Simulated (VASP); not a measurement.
As, 4 atoms in the cell. Symmetry: P6_3/mmc, No. 194, hexagonal system. The conventional cell has a = 4.548 Å, b = 4.548 Å, c = 5.643 Å, α = 90.00°, β = 90.00°, γ = 120.00°. As (site symmetry 3m) has 5 As at 2.47 to 3.18 Å within 3.3 Å. 

| Property | Result |
| --- | --- |
| Program | VASP 6.6.1 |
| Task | single point |
| Functional | PBEsol |
| Potentials or basis | VASP PAW PBE potentials, release 64 (As) |
| Cutoff | 520 eV |
| k mesh | 12 × 12 × 8 |
| Occupations | gaussian, width 0.1 eV |
| Spin | no spin polarisation |
| Dipole correction | no |
| Further INCAR settings | ALGO = Normal; EDIFF = 1e-06; NBANDS = 18 |

Potentials or basis: VASP PAW PBE potentials, release 64 (As).

Command:

```console
$ cat potpaw_PBE.64/As/POTCAR > POTCAR
$ mpirun -np 1 vasp_std > vasp.out
```

Hardware: 1 thread of Intel Xeon 6975P-C (shared host).

**Question.** Estimate the wall time of this run.

**Answer.** It took 79 s on 1 thread of Intel Xeon 6975P-C, on a shared host, peak memory 0.3 GiB. Counts: scf iterations 11, k points 95.
